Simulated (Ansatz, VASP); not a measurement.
## One calculation of Zn, two programs

File INCAR:

```
ALGO = Normal ; EDIFF = 1E-7
EDIFFG = -0.01 ; ENCUT = 500
GGA = RP ; GGA_COMPAT = False
IBRION = 2 ; ISIF = 3
ISMEAR = -1 ; LASPH = True
LCHARG = False ; LREAL = False
LWAVE = False ; NELM = 120
NELMIN = 4 ; NSW = 80
PREC = Accurate ; SIGMA = 0.1
```

The input KPOINTS:

```
k-points
0
Gamma
  5 5 5
```

POSCAR

```
Zn
1.0
    4.9553948694      0.0000000000      0.0000000000
    0.0000000000      4.9553948694      0.0000000000
    0.0000000000      0.0000000000      4.9553948694
Zn
8
Direct
    0.0000000000      0.0000000000      0.0000000000
    0.5000000000      0.5000000000      0.5000000000
    0.2500000000      0.0000000000      0.5000000000
    0.7500000000      0.0000000000      0.5000000000
    0.5000000000      0.2500000000      0.0000000000
    0.5000000000      0.7500000000      0.0000000000
    0.0000000000      0.5000000000      0.2500000000
    0.0000000000      0.5000000000      0.7500000000
```

Input for Ansatz:

```yaml
crystal:
  lattice:
    - [4.9553948694, 0.0, 0.0]
    - [0.0, 4.9553948694, 0.0]
    - [0.0, 0.0, 4.9553948694]
  atoms:
    - { symbol: Zn, position: [0.0, 0.0, 0.0] }
    - { symbol: Zn, position: [0.5, 0.5, 0.5] }
    - { symbol: Zn, position: [0.25, 0.0, 0.5] }
    - { symbol: Zn, position: [0.75, 0.0, 0.5] }
    - { symbol: Zn, position: [0.5, 0.25, 0.0] }
    - { symbol: Zn, position: [0.5, 0.75, 0.0] }
    - { symbol: Zn, position: [0.0, 0.5, 0.25] }
    - { symbol: Zn, position: [0.0, 0.5, 0.75] }
hamiltonian:
  xc: rpbe
  pseudopotentials:
    kind: paw
    azcp:
      Zn: "pseudopotentials/Zn.paw.azcp"
basis:
  ecutwfc: 420
  fft_grid_basis: typed
kpoints:
  mp_grid: { grid: [5, 5, 5], shift: [0, 0, 0] }
magnetization:
  spin_polarized: false
scf:
  occupations: { method: fermi_dirac, width: 0.1 }
relax:
  max_steps: 60
  f_tol: 0.01
  cell: {}
```

Alike in both runs: task relaxation of cell and atoms; functional RPBE; k mesh 5 × 5 × 5; occupations fermi-dirac, width 0.1 eV; no spin polarisation.

|  | VASP | Ansatz |
| --- | --- | --- |
| version | VASP 6.6.1 | Ansatz 0.2.0 |
| potentials or method | VASP PAW PBE potentials, release 64 (Zn), cutoff 500 eV | plane waves (420 eV) with PAW, scalar-relativistic |
| valence electrons in the cell | 96 | 96 |

|  | VASP | Ansatz | Ansatz less VASP |
| --- | --- | --- | --- |
| relaxed volume (Å³/atom) | 16.09 | 16.03 | -0.059 |
| relaxed cell length with the largest relative difference (Å) | 5.049 | 5.043 | -0.0061 |

VASP's potentials were made for PBE, not for RPBE.
